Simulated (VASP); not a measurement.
MgO (zincblende type): single point with PBE

The system is MgO (zincblende type).

```xyz
2
Lattice="0.0000 1.8893 1.8893 1.8893 0.0000 1.8893 1.8893 1.8893 0.0000" Properties=species:S:1:pos:R:3 pbc="T T T"
Mg    0.0000    0.0000    0.0000
O     0.9446    0.9446    0.9446
```

This cell differs from its parent crystal: volume scaled by 0.55.

```json
{"Program": "VASP 6.6.1", "Task": "single point", "Functional": "PBE", "Potentials or basis": "VASP PAW PBE potentials, release 64 (Mg, O)", "Cutoff": "520 eV", "k mesh": "15 × 15 × 15", "Occupations": "fermi-dirac, width 0.05 eV", "Spin": "no spin polarisation"}
```

| Quantity | Value |
| --- | --- |
| Pressure | 235.8 GPa |
| Band gap on the k mesh | 7.50 eV, indirect (least direct gap 7.89 eV) |

Levels at points of the mesh, in eV from the valence-band top:
```csv
k point,band 1,band 2,band 3,band 4,band 5,band 6,band 7,band 8
"(0.00, 0.00, 0.00)",-18.11,-0.05,-0.05,-0.05,7.84,23.74,23.74,23.74
```

It took 14 s on 1 thread of Intel(R) Xeon(R) Platinum 8259CL CPU @ 2.50GHz (Skylake/Cascade Lake) (shared host), peak memory 0.14 GiB.

 A k mesh can miss the band edges.
